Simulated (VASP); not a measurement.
# Si: single point with PBE

Crystal: Si.

```
CELL_PARAMETERS angstrom
-1.53939 1.53939 1.53939
1.53939 -1.53939 1.53939
1.53939 1.53939 -1.53939
ATOMIC_POSITIONS crystal
Si 0.00000 0.00000 0.00000
```

This isn't the form of Si at room conditions, which is diamond.

| Property | Result |
| --- | --- |
| Program | VASP 6.6.1 |
| Task | single point |
| Functional | PBE |
| Potentials or basis | VASP PAW PBE potentials, release 64 (Si) |
| Cutoff | 500 eV |
| k mesh | 11 × 11 × 11 |
| Occupations | fermi-dirac, width 0.05 eV |
| Spin | no spin polarisation |
| Dipole correction | no |
| Further INCAR settings | ALGO = Normal; EDIFF = 1e-06; NBANDS = 8 |

```json
{
  "Pressure": "0.0 GPa",
  "Band gap on the k mesh": "zero (bands 2 and 3 overlap by 15.36 eV)"
}
```

Levels at points of the mesh, in eV from the Fermi level:
```tsv
k point	band 1	band 2	band 3	band 4	band 5
(0.00, 0.00, 0.00)	-14.23	11.43	11.43	11.43	12.56
```

Wall time 2.2 s on 1 thread of Intel(R) Xeon(R) 6975P-C (Granite Rapids), with other jobs on the host, peak memory 0.11 GiB.
